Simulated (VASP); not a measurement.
Wanted: the native input for a VASP 6.6.1 run.

| Quantity | Value |
| --- | --- |
| Task | single point |
| Functional | PBE0 |
| Potentials or basis | VASP PAW PBE potentials, release 64 (Cl, Na_pv) |
| Cutoff | 520 eV |
| k mesh | 5 × 5 × 5 |
| Occupations | fermi-dirac, width 0.05 eV |
| Spin | no spin polarisation |
| Dipole correction | no |
| Grid for exact exchange (PRECFOCK) | Normal |
| Further INCAR settings | ALGO = Normal; EDIFF = 1e-07; NBANDS = 14 |
| Share of exact exchange | 0.25 |

Crystal: NaCl.

```
Cl Na
1.0
     0.00000    2.79406    2.79406
     2.79406    0.00000    2.79406
     2.79406    2.79406    0.00000
Cl Na
1 1
Direct
  0.50000 0.50000 0.50000
  0.00000 0.00000 0.00000
```

One way to write it, as run:

POSCAR

```
NaCl
1.0
    0.0000000000      2.7940632177      2.7940632177
    2.7940632177      0.0000000000      2.7940632177
    2.7940632177      2.7940632177      0.0000000000
Cl Na
1 1
Direct
    0.5000000000      0.5000000000      0.5000000000
    0.0000000000      0.0000000000      0.0000000000
```

INCAR.step1

```
PREC     = Accurate       # precision mode
ENCUT    = 520            # plane-wave cutoff, eV
EDIFF    = 1E-5           # SCF threshold, eV
ISMEAR   = -1             # smearing method
SIGMA    = 0.05           # smearing width, eV
LREAL    = False          # projectors in reciprocal space
LASPH    = True           # aspherical terms in the spheres
NELM     = 100            # most SCF steps
ALGO     = Normal         # electronic algorithm
ISIF     = 2              # what is computed and relaxed
LWAVE    = True           # write WAVECAR
GGA      = PE             # functional
NBANDS   = 14             # bands
```

INCAR.step2

```
PREC     = Accurate       # precision mode
ENCUT    = 520            # plane-wave cutoff, eV
EDIFF    = 1E-7           # SCF threshold, eV
ISMEAR   = -1             # smearing method
SIGMA    = 0.05           # smearing width, eV
LREAL    = False          # projectors in reciprocal space
LASPH    = True           # aspherical terms in the spheres
NELM     = 100            # most SCF steps
ALGO     = Normal         # electronic algorithm
ISIF     = 2              # what is computed and relaxed
LWAVE    = False          # write WAVECAR
LCHARG   = True           # write CHGCAR
GGA      = PE             # functional
LHFCALC  = True           # exact exchange
AEXX     = 0.25           # exact-exchange fraction
PRECFOCK = Normal       
LELF     = True           # ELF
LVHAR    = True         
ISTART   = 1            
NBANDS   = 14             # bands
```

KPOINTS

```
Automatic mesh
0
Gamma
  5 5 5
```

Potentials or basis: VASP PAW PBE potentials, release 64 (Cl, Na_pv).

Run with:

```console
$ cat potpaw_PBE.64/Cl/POTCAR potpaw_PBE.64/Na_pv/POTCAR > POTCAR
$ cp INCAR.step1 INCAR
$ mpirun -np 1 vasp_std > vasp.out
$ cp INCAR.step2 INCAR
$ mpirun -np 1 vasp_std > vasp.out
```

It gave:

The pressure is 0.9 GPa. The band gap on the k mesh is 7.33 eV.

Caveat: the PAW data sets were made with another functional, which shifts forces and pressure a little.

Run time: 18 min on 1 thread of AMD EPYC 7R43 64-Core Processor (Zen 3), with other jobs on the host, peak memory 0.13 GiB.
